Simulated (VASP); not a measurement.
# CuAu in VASP: further runs, part 2 of 2

VASP 6.6.1. The steps go on from the part before.

## Step 4: Single point, LDA

This run uses another cell than the first one, of 16.27 Å³/atom, 1.060 times its volume.

Contents of INCAR:

```
SYSTEM = CuAu
PREC = Accurate ; ENCUT = 520
EDIFF = 1E-7 ; ISMEAR = -1
SIGMA = 0.05 ; LREAL = .False.
LASPH = .True. ; NELM = 60
ALGO = Fast ; ISIF = 2
LWAVE = .False. ; LCHARG = .False.
GGA = CA ; NBANDS = 18
```

Contents of KPOINTS:

```
regular mesh
0
Gamma
  11 11 11
  0 0 0
```

Contents of POSCAR:

```
CuAu
1.0
    1.4713592656      0.8494896681      4.3396462822
   -1.4713592656      0.8494896681      4.3396462822
    0.0000000000     -1.6989793362      4.3396462822
Au Cu
1 1
Direct
    0.0000000000      0.0000000000      0.0000000000
    0.5000000000      0.5000000000      0.5000000000
```

Potentials or basis: VASP PAW LDA potentials, release 64 (Au, Cu).

Run with:

```bash
$ cat potpaw_LDA.64/Au/POTCAR potpaw_LDA.64/Cu/POTCAR > POTCAR
$ mpirun -np 1 vasp_std > vasp.out
```

OUTCAR:

```text
SYSTEM = CuAu
   PREC = Accurate
   ENCUT = 520
   EDIFF = 1E-7
   ISMEAR = -1
   LREAL = .False.
   LASPH = .True.
   NELM = 60
   ISIF = 2
   GGA = CA

 ion  position               nearest neighbor table
   1  0.000  0.000  0.000-   2 2.76   2 2.76   2 2.76   2 2.76   2 2.76   2 2.76
   2  0.500  0.500  0.500-   1 2.76   1 2.76   1 2.76   1 2.76   1 2.76   1 2.76

  LATTYP: Found a trigonal (rhomboedric) cell.
 ALAT       =     4.6603712984
 COS(alpha) =     0.8006453295

  Lattice vectors:

 A1 = (   1.4713592656,   0.8494896681,   4.3396462822)
 A2 = (  -1.4713592656,   0.8494896681,   4.3396462822)
 A3 = (   0.0000000000,  -1.6989793362,   4.3396462822)

Analysis of symmetry for initial positions (statically):
=====================================================================
 Subroutine PRICEL returns:
 Original cell was already a primitive cell.

 Routine SETGRP: Setting up the symmetry group for a
 trigonal (rhombohedral) supercell.

 Subroutine GETGRP returns: Found 12 space group operations
 (whereof 12 operations were pure point group operations)
 out of a pool of 12 trial point group operations.

The static configuration has the point symmetry D_3d.

Analysis of symmetry for dynamics (positions and initial velocities):
=====================================================================
 Subroutine PRICEL returns:
 Original cell was already a primitive cell.

 Routine SETGRP: Setting up the symmetry group for a
 trigonal (rhombohedral) supercell.

 Subroutine GETGRP returns: Found 12 space group operations
 (whereof 12 operations were pure point group operations)
 out of a pool of 12 trial point group operations.

The dynamic configuration has the point symmetry D_3d.

 Subroutine INISYM returns: Found 12 space group operations
 (whereof 12 operations are pure point group operations),
 and found     1 'primitive' translations

----------------------------------------------------------------------------------------

                                     Primitive cell

  volume of cell :      32.5449

  direct lattice vectors                    reciprocal lattice vectors
     1.471359266  0.849489668  4.339646282     0.339821831  0.196196226  0.076811176
    -1.471359266  0.849489668  4.339646282    -0.339821831  0.196196226  0.076811176
     0.000000000 -1.698979336  4.339646282     0.000000000 -0.392392451  0.076811176

  length of vectors
     4.660371298  4.660371298  4.660371298     0.399839709  0.399839709  0.399839709

  position of ions in fractional coordinates (direct lattice)
     0.000000000  0.000000000  0.000000000
     0.500000000  0.500000000  0.500000000

  ion indices of the primitive-cell ions
   primitive index   ion index
                 1           1
                 2           2

----------------------------------------------------------------------------------------

 KPOINTS: regular mesh

Automatic generation of k-mesh.
 Grid dimensions read from file:
 generate k-points for:   11   11   11

 Generating k-lattice:

  Cartesian coordinates                     Fractional coordinates (reciprocal lattice)
     0.030892894  0.017836021  0.006982834     0.090909091  0.000000000  0.000000000
    -0.030892894  0.017836021  0.006982834     0.000000000  0.090909091  0.000000000
     0.000000000 -0.035672041  0.006982834     0.000000000  0.000000000  0.090909091

  Length of vectors
     0.036349064  0.036349064  0.036349064

  Shift w.r.t. Gamma in fractional coordinates (k-lattice)
     0.000000000  0.000000000  0.000000000

 Subroutine IBZKPT returns following result:
 ===========================================

 Found    146 irreducible k-points:

 Following reciprocal coordinates:
            Coordinates               Weight
  0.000000  0.000000  0.000000      1.000000
  0.090909 -0.000000 -0.000000      6.000000
  0.181818 -0.000000 -0.000000      6.000000
  0.272727 -0.000000  0.000000      6.000000
  0.363636  0.000000 -0.000000      6.000000
  0.454545  0.000000  0.000000      6.000000
[... 16 lines left out ...]
 -0.272727  0.181818  0.000000     12.000000
 -0.181818  0.181818  0.000000      6.000000
 [... further k-points ...]
   k-points           NKPTS =    146   k-points in BZ     NKDIM =    146   number of bands    NBANDS=     18
   number of dos      NEDOS =    301   number of ions     NIONS =      2
   total plane-waves  NPLWV =  46656
   dimension x,y,z NGX =    36 NGY =   36 NGZ =   36
   dimension x,y,z NGXF=    72 NGYF=   72 NGZF=   72
   ions per type =               1   1
   NGX,Y,Z   is equivalent  to a cutoff of  12.84, 12.84, 12.84 a.u.
   NGXF,Y,Z  is equivalent  to a cutoff of  25.68, 25.68, 25.68 a.u.
 SYSTEM =  CuAu
   PREC   = accura    normal or accurate (medium, high low for compatibility)
   ISTART =      0    job   : 0-new  1-cont  2-samecut
   ICHARG =      2    charge: 1-file 2-atom 10-const
   ISPIN  =      1    spin polarized calculation?
   LNONCOLLINEAR =      F non collinear calculations
   LSORBIT =      F    spin-orbit coupling
   LASPH  =      T    aspherical Exc in radial PAW
   ENCUT  =  520.0 eV  38.22 Ry    6.18 a.u.   8.67  8.67  8.67*2*pi/ulx,y,z
   NELM   =     60;   NELMIN=  2; NELMDL= -5     # of ELM steps
   EDIFF  = 0.1E-06   stopping-criterion for ELM
   LREAL  =      F    real-space projection
   EDIFFG = 0.1E-05   stopping-criterion for IOM
   NSW    =      0    number of steps for IOM
   IBRION =     -1    ionic relax: 0-MD 1-quasi-New 2-CG
   NFREE  =      0    steps in history (QN), initial steepest desc. (CG)
   ISIF   =      2    stress and relaxation
   ISYM   =      2    0-nonsym 1-usesym 2-fastsym
   POTIM  = 0.5000    time-step for ionic-motion
   TEBEG  =    0.0;   TEEND  =   0.0 temperature during run
   PSTRESS=    0.0 pullay stress
   NELECT =      22.0000    total number of electrons
   NUPDOWN=      -1.0000    fix difference up-down
   EMIN   =  10.00;   EMAX   =-10.00  energy-range for DOS
   EFERMI =   0.00;   METHOD = LEGACY
   ISMEAR =    -1;   SIGMA  =   0.05  broadening in eV -4-tet -1-fermi 0-gaus
   EFERMI_NEDOS =   21; number of points for ismear=-14 and -15
   IALGO  =     68    algorithm
   IMIX   =      4    mixing-type and parameters
     AMIX     =   0.40;   BMIX     =  1.00
     AMIX_MAG =   1.60;   BMIX_MAG =  1.00
  volume/ion in A,a.u.               =      16.27       109.81
  Fermi-wavevector in a.u.,A,eV,Ry     =   1.436773  2.715108 28.086746  2.064318
  Thomas-Fermi vector in A             =   2.555925
   LORBIT       =      0    0 simple, 1 ext, 2 COOP (PROOUT), +10 PAW based schemes
   GGA     = CA    functional components
   LHFCALC =     F    Hartree Fock is set to
   AEXX    =    0.0000 exact exchange contribution
   IVDW    =     0    specifies the selected vdW correction
   LEPSILON=     F    determine dielectric tensor
   LRPA    =     F    only Hartree local field effects (RPA)
 non-spin polarized calculation
 RMM-DIIS sequential band-by-band and
  energy-cutoff  :      520.00
  volume of cell :       32.54
 maximum number of plane-waves:       899
   NGX = 17   NGY = 17   NGZ = 17

 number of electron      21.9999996 magnetization

 Free energy of the ion-electron system (eV)
  ---------------------------------------------------
  ext. energy  EPLUGINS =         0.00000000
  ---------------------------------------------------
  free energy    TOTEN  =        -8.81944928 eV

  energy without entropy =       -8.81170377  energy(sigma->0) =       -8.81557652

 E-fermi :   6.9912     XC(G=0): -12.3234

 val. band max:        6.9799780388   @ k =   0.2727   0.2727   0.0909
 cond. band min:       6.9996782364   @ k =   0.4545   0.2727   0.1818
 fundamental gap:      0.0197001976
 Fermi energy:         6.9911524826

 k-point     1 :       0.0000    0.0000    0.0000
  band No.  band energies     occupation
      1      -1.9130      2.00000
      2       1.0014      2.00000
      3       2.5402      2.00000
      4       2.5402      2.00000
      5       3.4418      2.00000
      6       3.4418      2.00000
[... 10 lines left out ...]
     17      24.2197      0.00000
     18      26.3977      0.00000
[... 463 lines left out ...]
 k-point    24 :      -0.1818    0.1818    0.0000
  band No.  band energies     occupation
      1       0.4902      2.00000
      2       1.9305      2.00000
      3       2.1655      2.00000
      4       2.1710      2.00000
      5       3.0963      2.00000
      6       4.2373      2.00000
[... 10 lines left out ...]
     17      18.9746      0.00000
     18      25.7949      0.00000

 [... further k-points ...]

------------------------ aborting loop because EDIFF is reached ----------------------------------------

  FORCE on cell =-STRESS in cart. coord.  units (eV):
  Direction    XX          YY          ZZ          XY          YZ          ZX
  --------------------------------------------------------------------------------------
  -------------------------------------------------------------------------------------
  Total       -3.5866637     -3.5866637     -3.6609245      0.0000000      0.0000000     -0.0000000
  in kB     -176.5707771   -176.5707771   -180.2266208      0.0000000      0.0000000     -0.0000000
  external PRESSURE =    -177.7893916 kB  Pullay stress =       0.0000000 kB

 VOLUME and BASIS-vectors are now :
 -----------------------------------------------------------------------------
  energy-cutoff  :      520.00
  volume of cell :       32.54
      direct lattice vectors                 reciprocal lattice vectors
     1.471359266  0.849489668  4.339646282     0.339821831  0.196196226  0.076811176
    -1.471359266  0.849489668  4.339646282    -0.339821831  0.196196226  0.076811176
     0.000000000 -1.698979336  4.339646282     0.000000000 -0.392392451  0.076811176

 POSITION                                       TOTAL-FORCE (eV/Angst)
 -----------------------------------------------------------------------------------
      0.00000      0.00000      0.00000         0.000000      0.000000     -0.000000
      0.00000      0.00000      6.50947         0.000000     -0.000000      0.000000
 -----------------------------------------------------------------------------------
    total drift:                                0.000000     -0.000000      0.000000

  FREE ENERGIE OF THE ION-ELECTRON SYSTEM (eV)
  ---------------------------------------------------
  free  energy   TOTEN  =        -8.8194492800 eV

  energy  without entropy=       -8.8117037683  energy(sigma->0) =       -8.81557652
```

OSZICAR:

```text
N       E                     dE             d eps       ncg     rms          rms(c)
DAV:   1     0.131966744275E+03    0.13197E+03   -0.10853E+04  5522   0.168E+03
DAV:   2    -0.410101658699E+01   -0.13607E+03   -0.12711E+03  5350   0.295E+02
[... 12 lines left out ...]
RMM:  15    -0.881955769805E+01   -0.33774E-04   -0.28848E-05  6323   0.703E-02    0.156E-01
RMM:  16    -0.881947836479E+01    0.79333E-04   -0.67694E-05  6358   0.131E-01    0.731E-02
RMM:  17    -0.881944895465E+01    0.29410E-04   -0.76927E-05  6503   0.119E-01    0.498E-03
RMM:  18    -0.881944974394E+01   -0.78929E-06   -0.63697E-06  6569   0.210E-02    0.639E-03
RMM:  19    -0.881944934485E+01    0.39909E-06   -0.11729E-06  6345   0.128E-02    0.532E-03
RMM:  20    -0.881944928003E+01    0.64819E-07   -0.48804E-07  4874   0.672E-03
   1 F= -.88194493E+01 E0= -.88155765E+01  d E =-.774551E-02
```

stdout:

```text
POSCAR found type information on POSCAR AuCu
 POSCAR found :  2 types and       2 ions
 scaLAPACK will be used
 LDA part: xc-table for (Slater(with rela. corr.)+CA(PZ))
 , standard interpolation
 POSCAR, INCAR and KPOINTS ok, starting setup
 FFT: planning ... GRIDC
 FFT: planning ... GRID_SOFT
 FFT: planning ... GRID
 WAVECAR not read
 entering main loop
WARNING in EDDRMM: call to ZHEGV failed, returncode =   8  4     18
WARNING in EDDRMM: call to ZHEGV failed, returncode =   6  3     17
WARNING in EDDRMM: call to ZHEGV failed, returncode =   8  4     14
WARNING in EDDRMM: call to ZHEGV failed, returncode =   8  4     18
WARNING in EDDRMM: call to ZHEGV failed, returncode =   6  3     18
```

Wall time 4.1 min (1 thread of Intel Xeon Platinum 8488C (Sapphire Rapids), shared host); peak memory 0.25 GiB.

Results:

```yaml
Free_energy: -8.8194 eV
Pressure: -17.8 GPa
Band_gap_on_the_k_mesh: zero (band 11 reaches 9.06 eV, above the bottom of band 12 at 4.96 eV)
```

Caveat: spin-orbit coupling is left out, which moves the levels of the heavy elements.

## Step 5: Single point, PBEsol

This run uses another cell than the first one, of 16.27 Å³/atom, 1.060 times its volume.

Contents of INCAR:

```
ALGO = Normal ; EDIFF = 1E-7
ENCUT = 520 ; GGA = PS
ISIF = 2 ; ISMEAR = -1
LASPH = True ; LCHARG = False
LREAL = False ; LWAVE = False
NBANDS = 18 ; NELM = 80
PREC = Accurate ; SIGMA = 0.05
```

Contents of KPOINTS:

```
k-points
0
Gamma
  11 11 11
```

POSCAR is that of step 4.

Potentials or basis: VASP PAW PBE potentials, release 64 (Au, Cu).

Run with:

```bash
$ cat potpaw_PBE.64/Au/POTCAR potpaw_PBE.64/Cu/POTCAR > POTCAR
$ mpirun -np 1 vasp_std > vasp.out
```

Run time: 2.8 min. Hardware: 1 thread of Intel Xeon Platinum 8488C (Sapphire Rapids), shared host; peak memory 0.26 GiB.

The run converged. Its results:

| Property | Result |
| --- | --- |
| Free energy | -8.0257 eV |
| Pressure | -13.9 GPa |
| Band gap on the k mesh | zero (band 11 reaches 9.09 eV, above the bottom of band 12 at 5.07 eV) |

Stress tensor (GPa, compression positive):
```
-14.06   0.00   0.00
  0.00 -14.06   0.00
  0.00   0.00 -13.55
```

Levels at points of the mesh, in eV from the Fermi level:
```csv
k point,band 7,band 8,band 9,band 10,band 11,band 12,band 13,band 14,band 15,band 16
"(0.00, 0.00, 0.00)",-2.51,-2.04,-2.04,-1.49,-1.49,0.07,4.24,14.51,15.45,15.45
```

Caveat: the PAW data sets were made with another functional, which shifts forces and pressure a little; spin-orbit coupling is left out, which moves the levels of the heavy elements.

## Step 6: Single point, r2SCAN

This run uses another cell than the first one, of 14.43 Å³/atom, 0.940 times its volume.

Contents of POSCAR:

```
CuAu
1.0
    1.4135984423      0.8161414412      4.1692857537
   -1.4135984423      0.8161414412      4.1692857537
    0.0000000000     -1.6322828824      4.1692857537
Au Cu
1 1
Direct
    0.0000000000      0.0000000000      0.0000000000
    0.5000000000      0.5000000000      0.5000000000
```

Contents of INCAR.step1:

```
PREC = Accurate ; ENCUT = 520
ISMEAR = -1 ; SIGMA = 0.05
LREAL = False ; LASPH = True
NELM = 100 ; NBANDS = 18
GGA = PE ; ALGO = Normal
EDIFF = 1E-4 ; LWAVE = True
LCHARG = False
```

Contents of INCAR.step2:

```
PREC = Accurate ; ENCUT = 520
EDIFF = 1E-6 ; ISMEAR = -1
SIGMA = 0.05 ; LREAL = False
LASPH = True ; NELM = 100
ALGO = Normal ; ISIF = 2
LWAVE = False ; LCHARG = False
METAGGA = R2SCAN ; LMIXTAU = True
NBANDS = 18 ; ISTART = 1
```

Contents of KPOINTS:

```
Automatic mesh
0
Gamma
  11 11 11
```

Potentials or basis: VASP PAW PBE potentials, release 64 (Au, Cu).

Run with:

```bash
$ cat potpaw_PBE.64/Au/POTCAR potpaw_PBE.64/Cu/POTCAR > POTCAR
$ cp INCAR.step1 INCAR
$ mpirun -np 1 vasp_std > vasp.out
$ cp INCAR.step2 INCAR
$ mpirun -np 1 vasp_std > vasp.out
```

Run time: 7.3 min. Hardware: 1 thread of Intel Xeon Platinum 8488C (Sapphire Rapids), shared host; peak memory 0.27 GiB.

Results (log left out):

```yaml
Free_energy: -61.3637 eV
Pressure: 4.9 GPa
Band_gap_on_the_k_mesh: zero (band 11 reaches 10.99 eV, above the bottom of band 12 at 6.41 eV)
```

Stress tensor (GPa, compression positive):
```
4.24 0.00 0.00
0.00 4.24 0.00
0.00 0.00 6.27
```

Levels at points of the mesh, in eV from the Fermi level:
| k point | band 8 | band 9 | band 10 | band 11 | band 12 | band 13 | band 14 | band 15 |
| --- | --- | --- | --- | --- | --- | --- | --- | --- |
| (0.00, 0.00, 0.00) | -2.52 | -2.52 | -1.78 | -1.78 | -0.22 | 5.17 | 15.33 | 17.29 |

Caveat: the PAW data sets were made with another functional, which shifts forces and pressure a little; spin-orbit coupling is left out, which moves the levels of the heavy elements.

## Step 7: The runs side by side

| level | potentials or basis | cell | gap on the mesh (eV) | pressure (GPa) |
| --- | --- | --- | --- | --- |
| PBE | VASP PAW PBE potentials, release 64 (Au, Cu) | a = 4.571 Å, angles 36.8°, 2 atoms | none | -1.1 |
| LDA | VASP PAW LDA potentials, release 64 (Au, Cu) | a = 4.660 Å, angles 36.8°, 2 atoms | none | -17.8 |
| PBEsol | VASP PAW PBE potentials, release 64 (Au, Cu) | a = 4.660 Å, angles 36.8°, 2 atoms | none | -13.9 |
| r2SCAN | VASP PAW PBE potentials, release 64 (Au, Cu) | a = 4.477 Å, angles 36.8°, 2 atoms | none | 4.9 |

Some of these runs hold the atoms at other places in the same cell, which the table doesn't show; runs alike in all that it shows share one row.

Alike in all rows: task single point; no spin polarisation; k mesh 11 × 11 × 11; cutoff (eV) 520; smearing fermi-dirac 0.05 eV.

Caveats: spin-orbit coupling is left out, which moves the levels of the heavy elements; the PAW data sets were made with another functional, which shifts forces and pressure a little (some runs).

Total energies depend on the potentials used, so only differences within one code and one set of settings carry meaning.
